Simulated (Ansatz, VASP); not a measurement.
One calculation of SiC, two programs

The input INCAR:

```
PREC = Accurate ; ENCUT = 600
EDIFF = 1E-6 ; ISMEAR = -5
SIGMA = 0.1 ; LREAL = False
LASPH = True ; NELM = 120
ALGO = Normal ; ISIF = 2
LWAVE = False ; LCHARG = False
GGA = PE ; NBANDS = 16
GGA_COMPAT = False
```

The input KPOINTS:

```
regular mesh
0
Gamma
  6 6 4
```

POSCAR

```
SiC
1.0
    3.1373352533      0.0000000000      0.0000000000
   -1.5686676266      2.7170120295      0.0000000000
    0.0000000000      0.0000000000      4.9327190645
Si C
2 2
Direct
    0.3333333333      0.6666666667      0.2500000000
    0.6666666667      0.3333333333      0.7500000000
    0.6666666667      0.3333333333      0.2500000000
    0.3333333333      0.6666666667      0.7500000000
```

Input for Ansatz:

```yaml
crystal:
  lattice:
    - [3.1373352533, 0.0, 0.0]
    - [-1.5686676266, 2.7170120295, 0.0]
    - [0.0, 0.0, 4.9327190645]
  atoms:
    - { symbol: Si, position: [0.3333333333, 0.6666666667, 0.25] }
    - { symbol: Si, position: [0.6666666667, 0.3333333333, 0.75] }
    - { symbol: C, position: [0.6666666667, 0.3333333333, 0.25] }
    - { symbol: C, position: [0.3333333333, 0.6666666667, 0.75] }
kpoints:
  mp_grid: { grid: [6, 6, 4] }
hamiltonian:
  xc: pbe
scf:
  occupations: { method: tetrahedron }
  n_extra_bands: 5
output:
  forces: true
  stress: true
  eigenvalues: true
```

Alike in both runs: task single point; functional PBE; k mesh 6 × 6 × 4; occupations tetrahedron; no spin polarisation.

```csv
,VASP,Ansatz
version,VASP 6.6.1,Ansatz 0.2.0
potentials or method,"VASP PAW PBE potentials, release 64 (Si, C)",plane waves
plane-wave cutoff (eV),600,420
valence electrons in the cell,16,16
```

VASP gave:

```
pressure (GPa)                                                : 3.6
traceless stress, the component that is largest in VASP (GPa) : -2.40
```

Q: Estimate Ansatz's values.

A: Pressure (GPa): 3.8; traceless stress, the component that is largest in VASP (GPa): -2.55.

The functional is the same, so the differences come from potentials, cutoffs and numerics. Ansatz's warnings: band table not solved further, tetrahedron derivatives may miss energy slope.

The k mesh is coarse, so the values compare programs but aren't converged.
